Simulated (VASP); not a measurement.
GaP: single point with LDA

The system is GaP.

```
CELL_PARAMETERS angstrom
1.86291 1.07555 6.18639
-1.86291 1.07555 6.18639
0.00000 -2.15110 6.18639
ATOMIC_POSITIONS crystal
Ga 0.43598 0.43598 0.43598
Ga 0.56402 0.56402 0.56402
P 0.05804 0.05804 0.05804
P 0.94196 0.94196 0.94196
```

```yaml
Program: VASP 6.6.1
Task: single point
Functional: LDA
Potentials_or_basis: VASP PAW LDA potentials, release 64 (Ga_d, P)
Cutoff: 520 eV
k_mesh: 9 × 9 × 9
Occupations: gaussian, width 0.05 eV
Spin: no spin polarisation
Dipole_correction: no
Further_INCAR_settings: ALGO = Normal; EDIFF = 1e-06; NBANDS = 26
```

```
Pressure               : 5.4 GPa
Largest force          : 0.079 eV/Å
Band gap on the k mesh : 0.68 eV (least direct gap 1.28 eV)
```

Forces on the atoms (eV/Å):
```
Ga   0.000  0.000  0.051
Ga   0.000  0.000 -0.051
P    0.000  0.000  0.079
P    0.000  0.000 -0.079
```

Stress tensor (GPa, compression positive):
```
5.21 0.00 0.00
0.00 5.21 0.00
0.00 0.00 5.67
```

Levels at points of the mesh, in eV from the valence-band top:
```csv
k point,band 14,band 15,band 16,band 17,band 18,band 19,band 20,band 21,band 22,band 23
"(0.00, 0.00, 0.00)",-1.95,-1.95,-0.27,0.00,0.00,1.28,2.22,2.87,3.62,3.62
```

Run time: 3.9 min on 1 thread of Intel(R) Xeon(R) 6975P-C (Granite Rapids), on a shared host, peak memory 0.35 GiB.

Caveat: the cell stands under pressure; semilocal functionals underestimate gaps, and a narrow one can read as zero. A k mesh can miss the band edges.
